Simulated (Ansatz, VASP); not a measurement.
**Two plane-wave programs on NbC**

```
Nb C
1.0
     0.00000    2.20000    2.20000
     2.20000    0.00000    2.20000
     2.20000    2.20000    0.00000
Nb C
1 1
Cartesian
  0.0000 0.0000 0.0000
  2.2000 2.2000 2.2000
```

Alike in both runs: task single point; functional PBE; k mesh 10 × 10 × 10; occupations gaussian, width 0.05 eV; no spin polarisation.

|  | VASP | Ansatz |
| --- | --- | --- |
| version | VASP 6.6.1 | Ansatz 0.2.0 |
| potentials or method | VASP PAW PBE potentials, release 64 (Nb_sv, C), cutoff 600 eV | scalar-relativistic, plane waves, PAW |
| valence electrons in the cell | 17 | 17 |

```csv
,VASP,Ansatz,Ansatz less VASP
gap on the k mesh at the Fermi level (eV),none,none,-
pressure (GPa),18.7,19.4,+0.69
```

A gap of «none» marks a metal or a gap that the smearing closes.
